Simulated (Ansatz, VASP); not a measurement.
# Al2O3 in VASP and in Ansatz

```
Al O
1.0
     2.89245    0.00000    0.00000
    -1.44623    2.50494    0.00000
     0.00000    0.00000    7.36051
Al O
2 3
Direct
  0.00000 0.00000 0.19074
  0.00000 0.00000 0.80926
  0.33333 0.66667 0.27724
  0.66667 0.33333 0.00000
  0.33333 0.66667 0.72276
```

Alike in both runs: task single point; functional PBE; dispersion D3(BJ); k mesh 9 × 9 × 4; occupations gaussian, width 0.05 eV; no spin polarisation.

```csv
,VASP,Ansatz
version,VASP 6.6.1,Ansatz 0.2.0
potentials or method,"VASP PAW PBE potentials, release 64 (Al, O), cutoff 520 eV","scalar-relativistic, plane waves, PAW"
valence electrons in the cell,24,24
```

|  | VASP | Ansatz | Ansatz less VASP |
| --- | --- | --- | --- |
| gap on the k mesh at the Fermi level (eV) | 4.50 | 4.52 | +0.015 |
| least direct gap on the mesh (eV) | 4.65 | 4.66 | +0.013 |
| pressure (GPa) | -1.2 | -1.2 | 0.00 |
| traceless stress, the component that is largest in VASP (GPa) | 1.43 | 1.66 | +0.229 |
| rms of the force components (eV/Å) | 0.314 | 0.332 | +0.0178 |

Atom by atom the forces differ by 0.018 eV/Å (rms over components).
